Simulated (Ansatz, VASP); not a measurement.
Sn3P4 in VASP and in Ansatz

```
Sn P
1.0
     5.34120    0.00000    0.00000
     0.00000    5.34120    0.00000
     0.00000    0.00000    6.72551
Sn P
3 4
Cartesian
  2.6706 2.6706 0.0000
  0.0000 2.6706 0.0000
  2.6706 0.0000 0.0000
  0.9782 0.9782 3.3628
  4.3630 4.3630 3.3628
  4.3630 0.9782 3.3628
  0.9782 4.3630 3.3628
```

Alike in both runs: task single point; functional PBE; k mesh 4 × 4 × 4; occupations gaussian, width 0.1 eV; no spin polarisation.

|  | VASP | Ansatz |
| --- | --- | --- |
| version | VASP 6.6.1 | Ansatz 0.2.0 |
| potentials or method | VASP PAW PBE potentials, release 64 (Sn_d, P), cutoff 520 eV | scalar-relativistic, plane waves, PAW |
| valence electrons in the cell | 62 | 62 |

|  | VASP | Ansatz | Ansatz less VASP |
| --- | --- | --- | --- |
| gap on the k mesh at the Fermi level (eV) | none | none | - |
| pressure (GPa) | 13.0 | 13.3 | +0.29 |
| traceless stress, the component that is largest in VASP (GPa) | -17.27 | -17.51 | -0.238 |
| rms of the force components (eV/Å) | 2.720 | 2.794 | +0.0737 |

Atom by atom the forces differ by 0.074 eV/Å (rms over components). A gap of «none» marks a metal or a gap that the smearing closes.
